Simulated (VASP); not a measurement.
# Ca (Fm-3m) in VASP: a series of runs

The runs below take Ca through single point, relaxation of cell and atoms, with PBE.

Everything below comes from runs of VASP 6.6.1. Logs are shortened: lines on timing, memory, paths and dates and some standing lists are left out, and cuts for length are marked.

### Step 1. The cell of the first run

The structure is cubic, space group Fm-3m (No. 225). The conventional cell has a = 5.505 Å, b = 5.505 Å, c = 5.505 Å, α = 90.00°, β = 90.00°, γ = 90.00°. Ca (site symmetry m-3m) has 12 Ca at 3.89 Å within 5.1 Å.

### Step 2. Single point, PBE

The input, INCAR:

```
PREC     = Accurate       # precision mode
ENCUT    = 500            # plane-wave cutoff, eV
EDIFF    = 1E-6           # SCF threshold, eV
ISMEAR   = 0              # smearing method
SIGMA    = 0.1            # smearing width, eV
LREAL    = F              # projectors in reciprocal space
LASPH    = T              # aspherical terms in the spheres
NELM     = 120            # most SCF steps
ALGO     = Normal         # electronic algorithm
ISIF     = 2              # what is computed and relaxed
LWAVE    = F              # write WAVECAR
LCHARG   = F              # write CHGCAR
GGA      = PE             # functional
NBANDS   = 11             # bands
GGA_COMPAT= F
```

The input, KPOINTS:

```
Automatic mesh
0
Gamma
  6 6 6
```

The input, POSCAR:

```
Ca
1.0
    0.0000000000      2.7527484882      2.7527484882
    2.7527484882      0.0000000000      2.7527484882
    2.7527484882      2.7527484882      0.0000000000
Ca
1
Direct
    0.0000000000      0.0000000000      0.0000000000
```

Potentials or basis: VASP PAW PBE potentials, release 64 (Ca_sv).

Command:

```console
> cat potpaw_PBE.64/Ca_sv/POTCAR > POTCAR
> mpirun -np 1 vasp_std > vasp.out
```

OUTCAR:

```text
PREC = Accurate
   ENCUT = 500
   EDIFF = 1E-6
   ISMEAR = 0
   LREAL = F
   LASPH = T
   NELM = 120
   ISIF = 2
   GGA = PE

 ion  position               nearest neighbor table
   1  0.000  0.000  0.000-

  LATTYP: Found a face centered cubic cell.
 ALAT       =     5.5054969764

  Lattice vectors:

 A1 = (   0.0000000000,   2.7527484882,   2.7527484882)
 A2 = (   2.7527484882,   0.0000000000,   2.7527484882)
 A3 = (   2.7527484882,   2.7527484882,   0.0000000000)

Analysis of symmetry for initial positions (statically):
=====================================================================
 Subroutine PRICEL returns:
 Original cell was already a primitive cell.

 Routine SETGRP: Setting up the symmetry group for a
 face centered cubic supercell.

 Subroutine GETGRP returns: Found 48 space group operations
 (whereof 48 operations were pure point group operations)
 out of a pool of 48 trial point group operations.

The static configuration has the point symmetry O_h .

Analysis of symmetry for dynamics (positions and initial velocities):
=====================================================================
 Subroutine PRICEL returns:
 Original cell was already a primitive cell.

 Routine SETGRP: Setting up the symmetry group for a
 face centered cubic supercell.

 Subroutine GETGRP returns: Found 48 space group operations
 (whereof 48 operations were pure point group operations)
 out of a pool of 48 trial point group operations.

The dynamic configuration has the point symmetry O_h .

 Subroutine INISYM returns: Found 48 space group operations
 (whereof 48 operations are pure point group operations),
 and found     1 'primitive' translations

----------------------------------------------------------------------------------------

                                     Primitive cell

  volume of cell :      41.7186

  direct lattice vectors                    reciprocal lattice vectors
     0.000000000  2.752748488  2.752748488    -0.181636645  0.181636645  0.181636645
     2.752748488  0.000000000  2.752748488     0.181636645 -0.181636645  0.181636645
     2.752748488  2.752748488  0.000000000     0.181636645  0.181636645 -0.181636645

  length of vectors
     3.892974246  3.892974246  3.892974246     0.314603898  0.314603898  0.314603898

  position of ions in fractional coordinates (direct lattice)
     0.000000000  0.000000000  0.000000000

  ion indices of the primitive-cell ions
   primitive index   ion index
                 1           1

----------------------------------------------------------------------------------------

 KPOINTS: Automatic mesh

Automatic generation of k-mesh.
 Grid dimensions read from file:
 generate k-points for:    6    6    6

 Generating k-lattice:

  Cartesian coordinates                     Fractional coordinates (reciprocal lattice)
    -0.030272774  0.030272774  0.030272774     0.166666667  0.000000000  0.000000000
     0.030272774 -0.030272774  0.030272774     0.000000000  0.166666667  0.000000000
     0.030272774  0.030272774 -0.030272774     0.000000000  0.000000000  0.166666667

  Length of vectors
     0.052433983  0.052433983  0.052433983

  Shift w.r.t. Gamma in fractional coordinates (k-lattice)
     0.000000000  0.000000000  0.000000000

 Subroutine IBZKPT returns following result:
 ===========================================

 Found     16 irreducible k-points:

 Following reciprocal coordinates:
            Coordinates               Weight
  0.000000  0.000000  0.000000      1.000000
  0.166667  0.000000  0.000000      8.000000
  0.333333  0.000000  0.000000      8.000000
  0.500000  0.000000  0.000000      4.000000
  0.166667  0.166667  0.000000      6.000000
  0.333333  0.166667  0.000000     24.000000
[... 8 lines left out ...]
 -0.333333  0.333333  0.166667     24.000000
 -0.333333  0.500000  0.166667     12.000000
   k-points           NKPTS =     16   k-points in BZ     NKDIM =     16   number of bands    NBANDS=     11
   number of dos      NEDOS =    301   number of ions     NIONS =      1
   total plane-waves  NPLWV =  21952
   dimension x,y,z NGX =    28 NGY =   28 NGZ =   28
   dimension x,y,z NGXF=    56 NGYF=   56 NGZF=   56
   ions per type =               1
   NGX,Y,Z   is equivalent  to a cutoff of  11.96, 11.96, 11.96 a.u.
   NGXF,Y,Z  is equivalent  to a cutoff of  23.91, 23.91, 23.91 a.u.
 SYSTEM =  unknown system
   PREC   = accura    normal or accurate (medium, high low for compatibility)
   ISTART =      0    job   : 0-new  1-cont  2-samecut
   ICHARG =      2    charge: 1-file 2-atom 10-const
   ISPIN  =      1    spin polarized calculation?
   LNONCOLLINEAR =      F non collinear calculations
   LSORBIT =      F    spin-orbit coupling
   LASPH  =      T    aspherical Exc in radial PAW
   ENCUT  =  500.0 eV  36.75 Ry    6.06 a.u.   7.10  7.10  7.10*2*pi/ulx,y,z
   NELM   =    120;   NELMIN=  2; NELMDL= -5     # of ELM steps
   EDIFF  = 0.1E-05   stopping-criterion for ELM
   LREAL  =      F    real-space projection
   EDIFFG = 0.1E-04   stopping-criterion for IOM
   NSW    =      0    number of steps for IOM
   IBRION =     -1    ionic relax: 0-MD 1-quasi-New 2-CG
   NFREE  =      0    steps in history (QN), initial steepest desc. (CG)
   ISIF   =      2    stress and relaxation
   ISYM   =      2    0-nonsym 1-usesym 2-fastsym
   POTIM  = 0.5000    time-step for ionic-motion
   TEBEG  =    0.0;   TEEND  =   0.0 temperature during run
   PSTRESS=    0.0 pullay stress
   NELECT =      10.0000    total number of electrons
   NUPDOWN=      -1.0000    fix difference up-down
   EMIN   =  10.00;   EMAX   =-10.00  energy-range for DOS
   EFERMI =   0.00;   METHOD = LEGACY
   ISMEAR =     0;   SIGMA  =   0.10  broadening in eV -4-tet -1-fermi 0-gaus
   EFERMI_NEDOS =   21; number of points for ismear=-14 and -15
   IALGO  =     38    algorithm
   IMIX   =      4    mixing-type and parameters
     AMIX     =   0.40;   BMIX     =  1.00
     AMIX_MAG =   1.60;   BMIX_MAG =  1.00
  volume/ion in A,a.u.               =      41.72       281.53
  Fermi-wavevector in a.u.,A,eV,Ry     =   1.016947  1.921751 14.070888  1.034181
  Thomas-Fermi vector in A             =   2.150320
   LORBIT       =      0    0 simple, 1 ext, 2 COOP (PROOUT), +10 PAW based schemes
   GGA     = PE    functional components
   LHFCALC =     F    Hartree Fock is set to
   AEXX    =    0.0000 exact exchange contribution
   IVDW    =     0    specifies the selected vdW correction
   LEPSILON=     F    determine dielectric tensor
   LRPA    =     F    only Hartree local field effects (RPA)
 non-spin polarized calculation
 Gauss-broadening in eV      SIGMA  =   0.10
  energy-cutoff  :      500.00
  volume of cell :       41.72
 maximum number of plane-waves:      1068
   NGX = 15   NGY = 15   NGZ = 15

 number of electron      10.0000000 magnetization

 number of electron       9.9999997 magnetization

 Free energy of the ion-electron system (eV)
  ---------------------------------------------------
  ext. energy  EPLUGINS =         0.00000000
  ---------------------------------------------------
  free energy    TOTEN  =        -1.90990464 eV

  energy without entropy =       -1.89673593  energy(sigma->0) =       -1.90332029

 E-fermi :   2.0531     XC(G=0):  -7.7692

 val. band max:        2.0161365980   @ k =  -0.3333   0.3333   0.1667
 cond. band min:       2.1196262795   @ k =  -0.3333   0.3333   0.1667
 fundamental gap:      0.1034896815
 Fermi energy:         2.0531359419

 k-point     1 :       0.0000    0.0000    0.0000
  band No.  band energies     occupation
      1     -39.9753      2.00000
      2     -20.8920      2.00000
      3     -20.8920      2.00000
      4     -20.8920      2.00000
      5      -2.0370      2.00000
      6       4.3643      0.00000
      7       4.3643      0.00000
      8       4.3643      0.00000
      9       5.4475      0.00000
     10       5.4475      0.00000
     11      11.1767      0.00000

 k-point     2 :       0.1667    0.0000    0.0000
  band No.  band energies     occupation
      1     -39.9717      2.00000
      2     -20.9285      2.00000
      3     -20.8970      2.00000
      4     -20.8970      2.00000
      5      -1.5654      2.00000
      6       3.8952      0.00000
      7       4.4988      0.00000
      8       4.4988      0.00000
      9       5.3562      0.00000
     10       5.3562      0.00000
     11      10.7883      0.00000

 k-point     3 :       0.3333    0.0000    0.0000
  band No.  band energies     occupation
      1     -39.9646      2.00000
      2     -21.0007      2.00000
      3     -20.9069      2.00000
      4     -20.9069      2.00000
      5      -0.2926      2.00000
      6       2.9019      0.00000
      7       4.3924      0.00000
      8       4.3924      0.00000
      9       5.7364      0.00000
     10       5.7364      0.00000
     11       8.3480      0.00000

 k-point     4 :       0.5000    0.0000    0.0000
  band No.  band energies     occupation
      1     -39.9610      2.00000
      2     -21.0362      2.00000
      3     -20.9119      2.00000
      4     -20.9119      2.00000
      5       1.0190      2.00000
      6       1.8568      1.99452
      7       4.2457      0.00000
      8       4.2457      0.00000
      9       6.1446      0.00000
     10       6.1446      0.00000
     11       7.2836      0.00000
[... 127 lines left out ...]
 k-point    14 :       0.5000    0.3333    0.1667
  band No.  band energies     occupation
      1     -39.9598      2.00000
      2     -20.9994      2.00000
      3     -20.9505      2.00000
      4     -20.9243      2.00000
      5       0.7163      2.00000
      6       2.8770      0.00000
      7       3.3657      0.00000
      8       4.9879      0.00000
      9       5.5396      0.00000
     10       6.4052      0.00000
     11       8.3111      0.00000

 k-point    15 :      -0.3333    0.3333    0.1667
  band No.  band energies     occupation
      1     -39.9574      2.00000
      2     -21.0039      2.00000
      3     -20.9679      2.00000
      4     -20.9325      2.00000
      5       2.0161      1.39920
      6       2.1196      0.34706
      7       3.1541      0.00000
      8       4.7991      0.00000
      9       5.9635      0.00000
     10       6.8417      0.00000
     11       6.9518      0.00000

 k-point    16 :      -0.3333    0.5000    0.1667
  band No.  band energies     occupation
      1     -39.9562      2.00000
      2     -21.0072      2.00000
      3     -20.9656      2.00000
      4     -20.9457      2.00000
      5       1.9876      1.64632
      6       2.6306      0.00000
      7       2.8286      0.00000
      8       5.0122      0.00000
      9       6.3321      0.00000
     10       6.8265      0.00000
     11       7.3795      0.00000

------------------------ aborting loop because EDIFF is reached ----------------------------------------

  FORCE on cell =-STRESS in cart. coord.  units (eV):
  Direction    XX          YY          ZZ          XY          YZ          ZX
  --------------------------------------------------------------------------------------
  -------------------------------------------------------------------------------------
  Total        0.0203363      0.0203363      0.0203363      0.0000000      0.0000000     -0.0000000
  in kB        0.7810028      0.7810028      0.7810028      0.0000000      0.0000000     -0.0000000
  external PRESSURE =       0.7810028 kB  Pullay stress =       0.0000000 kB

 VOLUME and BASIS-vectors are now :
 -----------------------------------------------------------------------------
  energy-cutoff  :      500.00
  volume of cell :       41.72
      direct lattice vectors                 reciprocal lattice vectors
     0.000000000  2.752748488  2.752748488    -0.181636645  0.181636645  0.181636645
     2.752748488  0.000000000  2.752748488     0.181636645 -0.181636645  0.181636645
     2.752748488  2.752748488  0.000000000     0.181636645  0.181636645 -0.181636645

 POSITION                                       TOTAL-FORCE (eV/Angst)
 -----------------------------------------------------------------------------------
      0.00000      0.00000      0.00000        -0.000000      0.000000     -0.000000
 -----------------------------------------------------------------------------------
    total drift:                               -0.000000     -0.000000     -0.000000

  FREE ENERGIE OF THE ION-ELECTRON SYSTEM (eV)
  ---------------------------------------------------
  free  energy   TOTEN  =        -1.9099046420 eV

  energy  without entropy=       -1.8967359285  energy(sigma->0) =       -1.90332029
```

Run time: 5.8 s. Hardware: 1 thread of Intel Xeon Platinum 8259CL at 2.50GHz (Skylake/Cascade Lake), shared host; peak memory 0.15 GiB.

Results:

- Free energy: -1.9099 eV
- Pressure: 0.1 GPa
- Band gap on the k mesh: zero (bands 5 and 6 overlap by 0.16 eV)

(Continued in part 2 of 2.)
